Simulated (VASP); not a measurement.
# PtSe2 (P-1) in VASP: single point with PBE

Aim: the single point of PtSe2 with PBE.

All numbers are computed with VASP 6.6.1; they aren't measurements. Logs are shortened: lines on timing, memory, paths and dates and some standing lists are left out, and cuts for length are marked.

**1. The cell of the first run**

The typed cell holds 3 atoms: a = 3.752 Å, b = 3.752 Å, c = 6.513 Å, α = 91.72°, β = 86.57°, γ = 120.00°.

**2. Single point, PBE (shear of c along a, cell held: +6.0 %, then relaxed in part)**

The input, INCAR:

```
SYSTEM = PtSe2
PREC = Accurate
ENCUT = 520
EDIFF = 1E-6
ISMEAR = 0
SIGMA = 0.02
LREAL = .False.
LASPH = .True.
NELM = 60
ALGO = Normal
ISIF = 2
LWAVE = .False.
LCHARG = .False.
GGA = PE
NBANDS = 18
```

The input, KPOINTS:

```
Automatic mesh
0
Gamma
  12 12 4
  0 0 0
```

The input, POSCAR:

```
PtSe2
1.0
    3.7515594721      0.0000000000      0.0000000000
   -1.8757797360      3.2489458066      0.0000000000
    0.3900799279      0.0000000000      6.5013321315
Pt Se
1 2
Direct
    0.0000000000      0.0000000000      0.0000000000
    0.6875695522      0.3333491926      0.7989434562
    0.3124304478      0.6666508074      0.2010565438
```

Potentials or basis: VASP PAW PBE potentials, release 64 (Pt, Se).

Run with:

```console
$ cat potpaw_PBE.64/Pt/POTCAR potpaw_PBE.64/Se/POTCAR > POTCAR
$ mpirun -np 1 vasp_std > vasp.out
```

OUTCAR:

```text
SYSTEM = PtSe2
   PREC = Accurate
   ENCUT = 520
   EDIFF = 1E-6
   ISMEAR = 0
   LREAL = .False.
   LASPH = .True.
   NELM = 60
   ISIF = 2
   GGA = PE

 ion  position               nearest neighbor table
   1  0.000  0.000  0.000-   3 2.53   2 2.53   2 2.53   3 2.53   2 2.53   3 2.53
   2  0.688  0.333  0.799-   1 2.53   1 2.53   1 2.53
   3  0.312  0.667  0.201-   1 2.53   1 2.53   1 2.53

  LATTYP: Found a base centered monoclinic cell.
 ALAT       =     3.7515594721
 B/A-ratio  =     1.7320508075
 C/A-ratio  =     1.7360844376
 COS(beta)  =    -0.0598922907

  Lattice vectors:

 A1 = (  -1.8757797360,   3.2489458066,   0.0000000000)
 A2 = (  -1.8757797361,  -3.2489458066,   0.0000000000)
 A3 = (   0.3900799279,   0.0000000000,   6.5013321315)

Analysis of symmetry for initial positions (statically):
=====================================================================
 Subroutine PRICEL returns:
 Original cell was already a primitive cell.

 Routine SETGRP: Setting up the symmetry group for a
 base centered monoclinic supercell.

 Subroutine GETGRP returns: Found  2 space group operations
 (whereof  2 operations were pure point group operations)
 out of a pool of  4 trial point group operations.

The static configuration has the point symmetry S_2 .

Analysis of symmetry for dynamics (positions and initial velocities):
=====================================================================
 Subroutine PRICEL returns:
 Original cell was already a primitive cell.

 Routine SETGRP: Setting up the symmetry group for a
 base centered monoclinic supercell.

 Subroutine GETGRP returns: Found  2 space group operations
 (whereof  2 operations were pure point group operations)
 out of a pool of  4 trial point group operations.

The dynamic configuration has the point symmetry S_2 .

 Subroutine INISYM returns: Found  2 space group operations
 (whereof  2 operations are pure point group operations),
 and found     1 'primitive' translations

----------------------------------------------------------------------------------------

                                     Primitive cell

  volume of cell :      79.2422

  direct lattice vectors                    reciprocal lattice vectors
     3.751559472  0.000000000  0.000000000     0.266555817  0.153896073 -0.015993349
    -1.875779736  3.248945807  0.000000000     0.000000000  0.307792145  0.000000000
     0.390079928  0.000000000  6.501332131     0.000000000  0.000000000  0.153814631

  length of vectors
     3.751559472  3.751559472  6.513024016     0.308207385  0.307792145  0.153814631

  position of ions in fractional coordinates (direct lattice)
     0.000000000  0.000000000  0.000000000
     0.687569552  0.333349193  0.798943456
     0.312430448  0.666650807  0.201056544

  ion indices of the primitive-cell ions
   primitive index   ion index
                 1           1
                 2           2
                 3           3

----------------------------------------------------------------------------------------

 KPOINTS: Automatic mesh

Automatic generation of k-mesh.
 Grid dimensions read from file:
 generate k-points for:   12   12    4

 Generating k-lattice:

  Cartesian coordinates                     Fractional coordinates (reciprocal lattice)
     0.022212985  0.012824673 -0.001332779     0.083333333  0.000000000  0.000000000
     0.000000000  0.025649345  0.000000000     0.000000000  0.083333333  0.000000000
     0.000000000  0.000000000  0.038453658     0.000000000  0.000000000  0.250000000

  Length of vectors
     0.025683949  0.025649345  0.038453658

  Shift w.r.t. Gamma in fractional coordinates (k-lattice)
     0.000000000  0.000000000  0.000000000

 Subroutine IBZKPT returns following result:
 ===========================================

 Found    292 irreducible k-points:

 Following reciprocal coordinates:
            Coordinates               Weight
  0.000000  0.000000  0.000000      1.000000
  0.083333 -0.000000  0.000000      2.000000
 -0.083333  0.083333  0.000000      2.000000
  0.166667 -0.000000  0.000000      2.000000
 -0.166667  0.166667  0.000000      2.000000
  0.250000  0.000000  0.000000      2.000000
[... 16 lines left out ...]
  0.416667  0.083333  0.000000      2.000000
 -0.416667  0.500000  0.000000      2.000000
 [... further k-points ...]
   k-points           NKPTS =    292   k-points in BZ     NKDIM =    292   number of bands    NBANDS=     18
   number of dos      NEDOS =    301   number of ions     NIONS =      3
   total plane-waves  NPLWV =  37632
   dimension x,y,z NGX =    28 NGY =   28 NGZ =   48
   dimension x,y,z NGXF=    56 NGYF=   56 NGZF=   96
   ions per type =               1   2
   NGX,Y,Z   is equivalent  to a cutoff of  12.41, 12.41, 12.25 a.u.
   NGXF,Y,Z  is equivalent  to a cutoff of  24.82, 24.82, 24.50 a.u.
 SYSTEM =  PtSe2
   PREC   = accura    normal or accurate (medium, high low for compatibility)
   ISTART =      0    job   : 0-new  1-cont  2-samecut
   ICHARG =      2    charge: 1-file 2-atom 10-const
   ISPIN  =      1    spin polarized calculation?
   LNONCOLLINEAR =      F non collinear calculations
   LSORBIT =      F    spin-orbit coupling
   LASPH  =      T    aspherical Exc in radial PAW
   ENCUT  =  520.0 eV  38.22 Ry    6.18 a.u.   6.98  6.98 12.11*2*pi/ulx,y,z
   NELM   =     60;   NELMIN=  2; NELMDL= -5     # of ELM steps
   EDIFF  = 0.1E-05   stopping-criterion for ELM
   LREAL  =      F    real-space projection
   EDIFFG = 0.1E-04   stopping-criterion for IOM
   NSW    =      0    number of steps for IOM
   IBRION =     -1    ionic relax: 0-MD 1-quasi-New 2-CG
   NFREE  =      0    steps in history (QN), initial steepest desc. (CG)
   ISIF   =      2    stress and relaxation
   ISYM   =      2    0-nonsym 1-usesym 2-fastsym
   POTIM  = 0.5000    time-step for ionic-motion
   TEBEG  =    0.0;   TEEND  =   0.0 temperature during run
   PSTRESS=    0.0 pullay stress
   NELECT =      22.0000    total number of electrons
   NUPDOWN=      -1.0000    fix difference up-down
   EMIN   =  10.00;   EMAX   =-10.00  energy-range for DOS
   EFERMI =   0.00;   METHOD = LEGACY
   ISMEAR =     0;   SIGMA  =   0.02  broadening in eV -4-tet -1-fermi 0-gaus
   EFERMI_NEDOS =   21; number of points for ismear=-14 and -15
   IALGO  =     38    algorithm
   IMIX   =      4    mixing-type and parameters
     AMIX     =   0.40;   BMIX     =  1.00
     AMIX_MAG =   1.60;   BMIX_MAG =  1.00
  volume/ion in A,a.u.               =      26.41       178.25
  Fermi-wavevector in a.u.,A,eV,Ry     =   1.067981  2.018191 15.518578  1.140583
  Thomas-Fermi vector in A             =   2.203615
   LORBIT       =      0    0 simple, 1 ext, 2 COOP (PROOUT), +10 PAW based schemes
   GGA     = PE    functional components
   LHFCALC =     F    Hartree Fock is set to
   AEXX    =    0.0000 exact exchange contribution
   IVDW    =     0    specifies the selected vdW correction
   LEPSILON=     F    determine dielectric tensor
   LRPA    =     F    only Hartree local field effects (RPA)
 non-spin polarized calculation
 Gauss-broadening in eV      SIGMA  =   0.02
  energy-cutoff  :      520.00
  volume of cell :       79.24
 maximum number of plane-waves:      2154
   NGX = 13   NGY = 13   NGZ = 25

 number of electron      21.9999995 magnetization

 Free energy of the ion-electron system (eV)
  ---------------------------------------------------
  ext. energy  EPLUGINS =         0.00000000
  ---------------------------------------------------
  free energy    TOTEN  =       -14.30258441 eV

  energy without entropy =      -14.30258441  energy(sigma->0) =      -14.30258441

 E-fermi :   3.1780     XC(G=0):  -8.9891

 val. band max:        3.0755228404   @ k =  -0.0833   0.1667   0.0000
 cond. band min:       3.9115541083   @ k =  -0.2500   0.0000   0.2500
 fundamental gap:      0.8360312679
 Fermi energy:         3.1779737649

 k-point     1 :       0.0000    0.0000    0.0000
  band No.  band energies     occupation
      1     -11.1360      2.00000
      2      -9.3020      2.00000
      3      -2.3449      2.00000
      4      -2.2158      2.00000
      5      -2.2143      2.00000
      6       0.0194      2.00000
[... 10 lines left out ...]
     17      11.1828      0.00000
     18      12.1562      0.00000

 k-point     2 :       0.0833   -0.0000    0.0000
  band No.  band energies     occupation
      1     -11.0638      2.00000
      2      -9.3103      2.00000
      3      -2.2714      2.00000
      4      -2.2116      2.00000
      5      -2.1697      2.00000
      6      -0.0818      2.00000
[... 10 lines left out ...]
     17      11.4615      0.00000
     18      12.3758      0.00000

 k-point     3 :      -0.0833    0.0833    0.0000
  band No.  band energies     occupation
      1     -11.0639      2.00000
      2      -9.3100      2.00000
      3      -2.2715      2.00000
      4      -2.2116      2.00000
      5      -2.1709      2.00000
      6      -0.0828      2.00000
[... 10 lines left out ...]
     17      11.4226      0.00000
     18      12.3858      0.00000

 k-point     4 :       0.1667   -0.0000    0.0000
  band No.  band energies     occupation
      1     -10.8565      2.00000
      2      -9.3343      2.00000
      3      -2.2130      2.00000
      4      -2.0498      2.00000
      5      -2.0340      2.00000
      6      -0.4544      2.00000
[... 10 lines left out ...]
     17      12.1385      0.00000
     18      12.4814      0.00000

 k-point     5 :      -0.1667    0.1667    0.0000
  band No.  band energies     occupation
      1     -10.8569      2.00000
      2      -9.3334      2.00000
      3      -2.2044      2.00000
      4      -2.0514      2.00000
      5      -2.0463      2.00000
      6      -0.4604      2.00000
[... 10 lines left out ...]
     17      12.1033      0.00000
     18      12.4223      0.00000

 k-point     6 :       0.2500    0.0000    0.0000
  band No.  band energies     occupation
      1     -10.5436      2.00000
      2      -9.3714      2.00000
      3      -2.1956      2.00000
      4      -1.9016      2.00000
      5      -1.7337      2.00000
      6      -1.0374      2.00000
[... 10 lines left out ...]
     17      12.1810      0.00000
     18      12.6310      0.00000

 k-point     7 :      -0.2500    0.2500    0.0000
  band No.  band energies     occupation
      1     -10.5441      2.00000
      2      -9.3701      2.00000
      3      -2.1804      2.00000
      4      -1.9024      2.00000
      5      -1.7685      2.00000
      6      -1.0370      2.00000
[... 10 lines left out ...]
     17      12.1207      0.00000
     18      12.6112      0.00000

 k-point     8 :       0.3333   -0.0000    0.0000
  band No.  band energies     occupation
      1     -10.1815      2.00000
      2      -9.4183      2.00000
      3      -2.4535      2.00000
      4      -1.7935      2.00000
      5      -1.6132      2.00000
      6      -1.0441      2.00000
[... 10 lines left out ...]
     17      12.1578      0.00000
     18      12.4632      0.00000
[... 229 lines left out ...]
     17      11.9352      0.00000
     18      12.2849      0.00000

 k-point    20 :      -0.2500    0.3333    0.0000
  band No.  band energies     occupation
      1     -10.3245      2.00000
      2      -9.3955      2.00000
      3      -2.1992      2.00000
      4      -1.8982      2.00000
      5      -1.6605      2.00000
      6      -1.0803      2.00000
[... 10 lines left out ...]
     17      11.7606      0.00000
     18      12.5533      0.00000

 k-point    21 :       0.3333    0.0833    0.0000
  band No.  band energies     occupation
      1      -9.9758      2.00000
      2      -9.4475      2.00000
      3      -2.6557      2.00000
      4      -1.8319      2.00000
      5      -1.4306      2.00000
      6      -0.8705      2.00000
[... 10 lines left out ...]
     17      11.9003      0.00000
     18      12.3991      0.00000

 k-point    22 :      -0.3333    0.4167   -0.0000
  band No.  band energies     occupation
      1      -9.9762      2.00000
      2      -9.4464      2.00000
      3      -2.6708      2.00000
      4      -1.8258      2.00000
      5      -1.4397      2.00000
      6      -0.8756      2.00000
[... 10 lines left out ...]
     17      11.9417      0.00000
     18      12.7858      0.00000

 k-point    23 :       0.4167    0.0833    0.0000
  band No.  band energies     occupation
      1      -9.7179      2.00000
      2      -9.5106      2.00000
      3      -3.0337      2.00000
      4      -1.8014      2.00000
      5      -1.1486      2.00000
      6      -0.7037      2.00000
[... 10 lines left out ...]
     17      11.8895      0.00000
     18      12.3214      0.00000

 k-point    24 :      -0.4167    0.5000    0.0000
  band No.  band energies     occupation
      1      -9.7113      2.00000
      2      -9.5172      2.00000
      3      -3.0502      2.00000
      4      -1.7977      2.00000
      5      -1.1152      2.00000
      6      -0.7356      2.00000
[... 10 lines left out ...]
     17      12.0265      0.00000
     18      12.9765      0.00000

 [... further k-points ...]

------------------------ aborting loop because EDIFF is reached ----------------------------------------

  FORCE on cell =-STRESS in cart. coord.  units (eV):
  Direction    XX          YY          ZZ          XY          YZ          ZX
  --------------------------------------------------------------------------------------
  -------------------------------------------------------------------------------------
  Total       -0.0267527     -0.0283650     -0.0145826      0.0122023     -0.0050357     -0.0143069
  in kB       -0.5409050     -0.5735051     -0.2948411      0.2467143     -0.1018162     -0.2892667
  external PRESSURE =      -0.4697504 kB  Pullay stress =       0.0000000 kB

 VOLUME and BASIS-vectors are now :
 -----------------------------------------------------------------------------
  energy-cutoff  :      520.00
  volume of cell :       79.24
      direct lattice vectors                 reciprocal lattice vectors
     3.751559472  0.000000000  0.000000000     0.266555817  0.153896073 -0.015993349
    -1.875779736  3.248945807  0.000000000     0.000000000  0.307792145  0.000000000
     0.390079928  0.000000000  6.501332131     0.000000000  0.000000000  0.153814631

 POSITION                                       TOTAL-FORCE (eV/Angst)
 -----------------------------------------------------------------------------------
      0.00000      0.00000      0.00000         0.000000      0.000000      0.000000
      2.26582      1.08303      5.19420        -0.000516     -0.000206      0.008152
      0.00004      2.16591      1.30714         0.000516      0.000206     -0.008152
 -----------------------------------------------------------------------------------
    total drift:                                0.000000      0.000000     -0.000000

  FREE ENERGIE OF THE ION-ELECTRON SYSTEM (eV)
  ---------------------------------------------------
  free  energy   TOTEN  =       -14.3025844118 eV

  energy  without entropy=      -14.3025844118  energy(sigma->0) =      -14.30258441
```

Wall time 8.6 min (1 thread of Oxide Virtual Turin-like, shared host); peak memory 0.47 GiB.

Results:

```yaml
Free_energy: -14.3026 eV
Pressure: 0.0 GPa
Largest_force: 0.008 eV/Å
Band_gap_on_the_k_mesh: 0.84 eV (least direct gap 1.02 eV)
```

Forces in eV/Å, atoms in the order of the input:
```
Pt   0.000  0.000  0.000
Se  -0.001  0.000  0.008
Se   0.001  0.000 -0.008
```

Caveat: the cell differs from its parent crystal (shear of c along a, cell held: +6.0 %, then relaxed in part); spin-orbit coupling is left out, which moves the levels of the heavy elements. A k mesh can miss the band edges.
